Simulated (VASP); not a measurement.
# TePb (Fm-3m) in VASP: further runs

Runs on TePb. Level: PBE+D3(BJ). Tasks: single point, relaxation of cell and atoms.

Program: VASP 6.6.1. These are calculated values, not measurements. Logs are shortened: lines on timing, memory, paths and dates and some standing lists are left out, and cuts for length are marked.

## 1. The cell of the first run

It takes space group Fm-3m (No. 225, cubic). The conventional cell has a = 6.471 Å, b = 6.471 Å, c = 6.471 Å, α = 90.00°, β = 90.00°, γ = 90.00°. Te (site symmetry m-3m) has 6 Pb at 3.24 Å within 4.3 Å. Within 4.3 Å of Pb (site symmetry m-3m) lie 6 Te at 3.24 Å.

## 2. Single point, PBE+D3(BJ)

Contents of INCAR:

```
SYSTEM = TePb
PREC     = Accurate       ! precision mode
ENCUT    = 520            ! plane-wave cutoff, eV
EDIFF    = 1E-6           ! SCF threshold, eV
ISMEAR   = 0              ! smearing method
SIGMA    = 0.02           ! smearing width, eV
LREAL    = .FALSE.        ! projectors in reciprocal space
LASPH    = .TRUE.         ! aspherical terms in the spheres
NELM     = 100            ! most SCF steps
ALGO     = Normal         ! electronic algorithm
ISIF     = 2              ! what is computed and relaxed
LWAVE    = .FALSE.        ! write WAVECAR
LCHARG   = .TRUE.         ! write CHGCAR
GGA      = PE             ! functional
IVDW     = 12             ! dispersion correction
LELF     = .TRUE.         ! ELF
LVHAR    = .TRUE.       
NBANDS   = 17             ! bands
```

Contents of KPOINTS:

```
regular mesh
0
G
  8 8 8
  0 0 0
```

Contents of POSCAR:

```
TePb
1.0
    0.0000000000      3.2355306234      3.2355306234
    3.2355306234      0.0000000000      3.2355306234
    3.2355306234      3.2355306234      0.0000000000
Te Pb
1 1
Direct
    0.5000000000      0.5000000000      0.5000000000
    0.0000000000      0.0000000000      0.0000000000
```

Potentials or basis: VASP PAW PBE potentials, release 64 (Te, Pb_d).

Launch:

```console
cat potpaw_PBE.64/Te/POTCAR potpaw_PBE.64/Pb_d/POTCAR > POTCAR
mpirun -np 1 vasp_std > vasp.out
```

OUTCAR:

```text
SYSTEM = TePb
   PREC = Accurate
   ENCUT = 520
   EDIFF = 1E-6
   ISMEAR = 0
   LREAL = .FALSE.
   LASPH = .TRUE.
   NELM = 100
   ISIF = 2
   GGA = PE
   IVDW = 12
 IVDW          = 12

 ion  position               nearest neighbor table
   1  0.500  0.500  0.500-   2 3.24   2 3.24   2 3.24   2 3.24   2 3.24   2 3.24
   2  0.000  0.000  0.000-   1 3.24   1 3.24   1 3.24   1 3.24   1 3.24   1 3.24

  LATTYP: Found a face centered cubic cell.
 ALAT       =     6.4710612468

  Lattice vectors:

 A1 = (   0.0000000000,   3.2355306234,   3.2355306234)
 A2 = (   3.2355306234,   0.0000000000,   3.2355306234)
 A3 = (   3.2355306234,   3.2355306234,   0.0000000000)

Analysis of symmetry for initial positions (statically):
=====================================================================
 Subroutine PRICEL returns:
 Original cell was already a primitive cell.

 Routine SETGRP: Setting up the symmetry group for a
 face centered cubic supercell.

 Subroutine GETGRP returns: Found 48 space group operations
 (whereof 48 operations were pure point group operations)
 out of a pool of 48 trial point group operations.

The static configuration has the point symmetry O_h .

Analysis of symmetry for dynamics (positions and initial velocities):
=====================================================================
 Subroutine PRICEL returns:
 Original cell was already a primitive cell.

 Routine SETGRP: Setting up the symmetry group for a
 face centered cubic supercell.

 Subroutine GETGRP returns: Found 48 space group operations
 (whereof 48 operations were pure point group operations)
 out of a pool of 48 trial point group operations.

The dynamic configuration has the point symmetry O_h .

 Subroutine INISYM returns: Found 48 space group operations
 (whereof 48 operations are pure point group operations),
 and found     1 'primitive' translations

----------------------------------------------------------------------------------------

                                     Primitive cell

  volume of cell :      67.7433

  direct lattice vectors                    reciprocal lattice vectors
     0.000000000  3.235530623  3.235530623    -0.154534158  0.154534158  0.154534158
     3.235530623  0.000000000  3.235530623     0.154534158 -0.154534158  0.154534158
     3.235530623  3.235530623  0.000000000     0.154534158  0.154534158 -0.154534158

  length of vectors
     4.575731289  4.575731289  4.575731289     0.267661013  0.267661013  0.267661013

  position of ions in fractional coordinates (direct lattice)
     0.500000000  0.500000000  0.500000000
     0.000000000  0.000000000  0.000000000

  ion indices of the primitive-cell ions
   primitive index   ion index
                 1           1
                 2           2

----------------------------------------------------------------------------------------

 KPOINTS: regular mesh

Automatic generation of k-mesh.
 Grid dimensions read from file:
 generate k-points for:    8    8    8

 Generating k-lattice:

  Cartesian coordinates                     Fractional coordinates (reciprocal lattice)
    -0.019316770  0.019316770  0.019316770     0.125000000  0.000000000  0.000000000
     0.019316770 -0.019316770  0.019316770     0.000000000  0.125000000  0.000000000
     0.019316770  0.019316770 -0.019316770     0.000000000  0.000000000  0.125000000

  Length of vectors
     0.033457627  0.033457627  0.033457627

  Shift w.r.t. Gamma in fractional coordinates (k-lattice)
     0.000000000  0.000000000  0.000000000

 Subroutine IBZKPT returns following result:
 ===========================================

 Found     29 irreducible k-points:

 Following reciprocal coordinates:
            Coordinates               Weight
  0.000000  0.000000  0.000000      1.000000
  0.125000  0.000000  0.000000      8.000000
  0.250000  0.000000  0.000000      8.000000
  0.375000  0.000000  0.000000      8.000000
  0.500000  0.000000  0.000000      4.000000
  0.125000  0.125000  0.000000      6.000000
[... 16 lines left out ...]
  0.500000  0.250000  0.125000     48.000000
 -0.375000  0.250000  0.125000     24.000000
 [... further k-points ...]
   k-points           NKPTS =     29   k-points in BZ     NKDIM =     29   number of bands    NBANDS=     17
   number of dos      NEDOS =    301   number of ions     NIONS =      2
   total plane-waves  NPLWV =  46656
   dimension x,y,z NGX =    36 NGY =   36 NGZ =   36
   dimension x,y,z NGXF=    72 NGYF=   72 NGZF=   72
   ions per type =               1   1
   NGX,Y,Z   is equivalent  to a cutoff of  13.08, 13.08, 13.08 a.u.
   NGXF,Y,Z  is equivalent  to a cutoff of  26.16, 26.16, 26.16 a.u.
 SYSTEM =  TePb
   PREC   = accura    normal or accurate (medium, high low for compatibility)
   ISTART =      0    job   : 0-new  1-cont  2-samecut
   ICHARG =      2    charge: 1-file 2-atom 10-const
   ISPIN  =      1    spin polarized calculation?
   LNONCOLLINEAR =      F non collinear calculations
   LSORBIT =      F    spin-orbit coupling
   LASPH  =      T    aspherical Exc in radial PAW
   ENCUT  =  520.0 eV  38.22 Ry    6.18 a.u.   8.51  8.51  8.51*2*pi/ulx,y,z
   NELM   =    100;   NELMIN=  2; NELMDL= -5     # of ELM steps
   EDIFF  = 0.1E-05   stopping-criterion for ELM
   LREAL  =      F    real-space projection
   EDIFFG = 0.1E-04   stopping-criterion for IOM
   NSW    =      0    number of steps for IOM
   IBRION =     -1    ionic relax: 0-MD 1-quasi-New 2-CG
   NFREE  =      0    steps in history (QN), initial steepest desc. (CG)
   ISIF   =      2    stress and relaxation
   ISYM   =      2    0-nonsym 1-usesym 2-fastsym
   POTIM  = 0.5000    time-step for ionic-motion
   TEBEG  =    0.0;   TEEND  =   0.0 temperature during run
   PSTRESS=    0.0 pullay stress
   NELECT =      20.0000    total number of electrons
   NUPDOWN=      -1.0000    fix difference up-down
   EMIN   =  10.00;   EMAX   =-10.00  energy-range for DOS
   EFERMI =   0.00;   METHOD = LEGACY
   ISMEAR =     0;   SIGMA  =   0.02  broadening in eV -4-tet -1-fermi 0-gaus
   EFERMI_NEDOS =   21; number of points for ismear=-14 and -15
   IALGO  =     38    algorithm
   IMIX   =      4    mixing-type and parameters
     AMIX     =   0.40;   BMIX     =  1.00
     AMIX_MAG =   1.60;   BMIX_MAG =  1.00
  volume/ion in A,a.u.               =      33.87       228.58
  Fermi-wavevector in a.u.,A,eV,Ry     =   1.090091  2.059973 16.167773  1.188298
  Thomas-Fermi vector in A             =   2.226308
   LORBIT       =      0    0 simple, 1 ext, 2 COOP (PROOUT), +10 PAW based schemes
   GGA     = PE    functional components
   LHFCALC =     F    Hartree Fock is set to
   AEXX    =    0.0000 exact exchange contribution
   IVDW    =    12    specifies the selected vdW correction
   LEPSILON=     F    determine dielectric tensor
   LRPA    =     F    only Hartree local field effects (RPA)
 non-spin polarized calculation
 Gauss-broadening in eV      SIGMA  =   0.02
  energy-cutoff  :      520.00
  volume of cell :       67.74
 maximum number of plane-waves:      1850
 NGX is ok and might be reduce to    36
   NGX = 17   NGY = 17   NGZ = 17

 number of electron      20.0000003 magnetization

 Free energy of the ion-electron system (eV)
  ---------------------------------------------------
  ext. energy  EPLUGINS =         0.00000000
  ---------------------------------------------------
  free energy    TOTEN  =        -7.50484789 eV

  energy without entropy =       -7.50484789  energy(sigma->0) =       -7.50484789

 E-fermi :   5.7215     XC(G=0):  -9.2814

 val. band max:        5.5704063504   @ k =   0.5000   0.0000   0.0000
 cond. band min:       6.3146750230   @ k =   0.5000   0.0000   0.0000
 fundamental gap:      0.7442686726
 Fermi energy:         5.7214725836

 k-point     1 :       0.0000    0.0000    0.0000
  band No.  band energies     occupation
      1     -11.1438      2.00000
      2     -11.1438      2.00000
      3     -11.1349      2.00000
      4     -11.1349      2.00000
      5     -11.1349      2.00000
      6      -6.4134      2.00000
[... 9 lines left out ...]
     16      11.3763      0.00000
     17      12.9512      0.00000

 k-point     2 :       0.1250    0.0000    0.0000
  band No.  band energies     occupation
      1     -11.1456      2.00000
      2     -11.1456      2.00000
      3     -11.1345      2.00000
      4     -11.1328      2.00000
      5     -11.1328      2.00000
      6      -6.2803      2.00000
[... 9 lines left out ...]
     16      11.6687      0.00000
     17      13.9896      0.00000

 k-point     3 :       0.2500    0.0000    0.0000
  band No.  band energies     occupation
      1     -11.1507      2.00000
      2     -11.1507      2.00000
      3     -11.1337      2.00000
      4     -11.1268      2.00000
      5     -11.1268      2.00000
      6      -5.8973      2.00000
[... 9 lines left out ...]
     16      12.4636      0.00000
     17      15.8539      0.00000

 k-point     4 :       0.3750    0.0000    0.0000
  band No.  band energies     occupation
      1     -11.1562      2.00000
      2     -11.1562      2.00000
      3     -11.1329      2.00000
      4     -11.1205      2.00000
      5     -11.1205      2.00000
      6      -5.3468      2.00000
[... 9 lines left out ...]
     16      13.6799      0.00000
     17      16.2678      0.00000
[... 343 lines left out ...]
      1     -11.1651      2.00000
      2     -11.1449      2.00000
      3     -11.1360      2.00000
      4     -11.1229      2.00000
      5     -11.1216      2.00000
      6      -5.5808      2.00000
[... 9 lines left out ...]
     16      14.2299      0.00000
     17      14.5641      0.00000

 k-point    23 :       0.5000    0.2500    0.1250
  band No.  band energies     occupation
      1     -11.1704      2.00000
      2     -11.1491      2.00000
      3     -11.1324      2.00000
      4     -11.1214      2.00000
      5     -11.1175      2.00000
      6      -5.0919      2.00000
[... 9 lines left out ...]
     16      14.5035      0.00000
     17      15.6035      0.00000

 k-point    24 :      -0.3750    0.2500    0.1250
  band No.  band energies     occupation
      1     -11.1721      2.00000
      2     -11.1514      2.00000
      3     -11.1288      2.00000
      4     -11.1233      2.00000
      5     -11.1153      2.00000
      6      -4.8005      2.00000
[... 9 lines left out ...]
     16      15.3706      0.00000
     17      15.6762      0.00000

 [... further k-points ...]

------------------------ aborting loop because EDIFF is reached ----------------------------------------

 Edisp (eV)   -0.80117

 E8    (eV) :    -0.3882

  FORCE on cell =-STRESS in cart. coord.  units (eV):
  Direction    XX          YY          ZZ          XY          YZ          ZX
  --------------------------------------------------------------------------------------
  -------------------------------------------------------------------------------------
  Total      -0.03710    -0.03710    -0.03710    -0.00000     0.00000     0.00000
  in kB      -0.87736    -0.87736    -0.87736    -0.00000     0.00000     0.00000
  external pressure =       -0.88 kB  Pullay stress =        0.00 kB

 VOLUME and BASIS-vectors are now :
 -----------------------------------------------------------------------------
  energy-cutoff  :      520.00
  volume of cell :       67.74
      direct lattice vectors                 reciprocal lattice vectors
     0.000000000  3.235530623  3.235530623    -0.154534158  0.154534158  0.154534158
     3.235530623  0.000000000  3.235530623     0.154534158 -0.154534158  0.154534158
     3.235530623  3.235530623  0.000000000     0.154534158  0.154534158 -0.154534158

 POSITION                                       TOTAL-FORCE (eV/Angst)
 -----------------------------------------------------------------------------------
      3.23553      3.23553      3.23553         0.000000     -0.000000     -0.000000
      0.00000      0.00000      0.00000        -0.000000      0.000000      0.000000
 -----------------------------------------------------------------------------------
    total drift:                               -0.000000      0.000000      0.000000

  FREE ENERGIE OF THE ION-ELECTRON SYSTEM (eV)
  ---------------------------------------------------
  free  energy   TOTEN  =        -8.3060152085 eV

  energy  without entropy=       -8.3060152085  energy(sigma->0) =       -8.30601521
```

Wall time 36 s (1 thread of AMD EPYC 7R13 (Zen 3), shared host); peak memory 0.19 GiB.

What came out:

```
Free energy                : -8.3060 eV
Pressure                   : -0.1 GPa
Band gap on the k mesh     : 0.74 eV, direct
Dispersion energy per atom : -0.401 eV
```

Levels at points of the mesh, in eV from the valence-band top:
| k point | band 7 | band 8 | band 9 | band 10 | band 11 | band 12 | band 13 | band 14 |
| --- | --- | --- | --- | --- | --- | --- | --- | --- |
| (0.00, 0.00, 0.00) | -5.61 | -1.33 | -1.33 | -1.33 | 4.07 | 4.07 | 4.07 | 5.81 |
| (0.50, 0.00, 0.00) | -8.56 | -0.88 | -0.88 | 0.00 | 0.74 | 1.28 | 1.28 | 8.39 |
| (0.50, 0.50, 0.00) | -7.29 | -4.47 | -2.78 | -2.78 | 3.31 | 5.46 | 5.46 | 6.69 |

Caveat: spin-orbit coupling is left out, which moves the levels of the heavy elements. A k mesh can miss the band edges.

## 3. Relaxation of cell and atoms, PBE+D3(BJ)

This run uses another cell than the first one, of 35.48 Å³/atom, 1.048 times its volume.

Contents of INCAR:

```
PREC = Accurate
ENCUT = 600
EDIFF = 1E-7
ISMEAR = 0
SIGMA = 0.02
LREAL = F
LASPH = T
NELM = 100
ALGO = Normal
ISIF = 3
LWAVE = F
LCHARG = F
GGA = PE
IVDW = 12
IBRION = 2
NSW = 70
EDIFFG = -0.005
```

Contents of KPOINTS:

```
regular mesh
0
Gamma
  8 8 8
```

Contents of POSCAR:

```
TePb
1.0
    0.0000000000      3.2860507263      3.2860507263
    3.2860507263      0.0000000000      3.2860507263
    3.2860507263      3.2860507263      0.0000000000
Te Pb
1 1
Direct
    0.5000000000      0.5000000000      0.5000000000
    0.0000000000      0.0000000000      0.0000000000
```

Potentials or basis: VASP PAW PBE potentials, release 64 (Te, Pb_d).

Launch:

```console
cat potpaw_PBE.64/Te/POTCAR potpaw_PBE.64/Pb_d/POTCAR > POTCAR
mpirun -np 1 vasp_std > vasp.out
```

It took 1.7 min on 1 thread of AMD EPYC 7R13 (Zen 3), shared host; peak memory 0.23 GiB.

Results (log left out):

| Item | Value |
| --- | --- |
| Free energy | -8.3062 eV |
| Relaxed volume | 33.83 Å³/atom |
| Relaxed cell | a = 4.574 Å, b = 4.574 Å, c = 4.574 Å, α = 60.00°, β = 60.00°, γ = 60.00° |
| Space group after relaxing (to 0.05 Å) | Fm-3m (No. 225) |
| Energy gained by relaxing | 9.3 meV/atom |
| Ionic steps | 3 |
| Pressure after relaxing | 0.0 GPa |
| Band gap on the k mesh | 0.74 eV, direct |
| Dispersion energy per atom | -0.401 eV |

The path:
```csv
step,energy change (eV),largest force (eV/Å),pressure (GPa),volume (Å³)
1,0.0000,0.0000,-1.64,70.97
2,-0.0184,0.0000,0.25,67.29
3,-0.0187,0.0000,0.01,67.66
```

Final structure:
```yaml
crystal:
  lattice:
    - [0.00000, 3.23426, 3.23426]
    - [3.23426, 0.00000, 3.23426]
    - [3.23426, 3.23426, 0.00000]
  atoms:
    - { symbol: Te, position: [0.50000, 0.50000, 0.50000] }
    - { symbol: Pb, position: [0.00000, 0.00000, 0.00000] }
```

Levels at points of the mesh, in eV from the valence-band top:
```
           k point  band 7  band 8  band 9  band 10  band 11  band 12  band 13  band 14
(0.00, 0.00, 0.00)   -5.60   -1.34   -1.34    -1.34     4.07     4.07     4.07     5.80
(0.50, 0.00, 0.00)   -8.57   -0.88   -0.88     0.00     0.74     1.28     1.28     8.39
(0.50, 0.50, 0.00)   -7.29   -4.47   -2.78    -2.78     3.30     5.46     5.46     6.69
```

Caveat: spin-orbit coupling is left out, which moves the levels of the heavy elements.
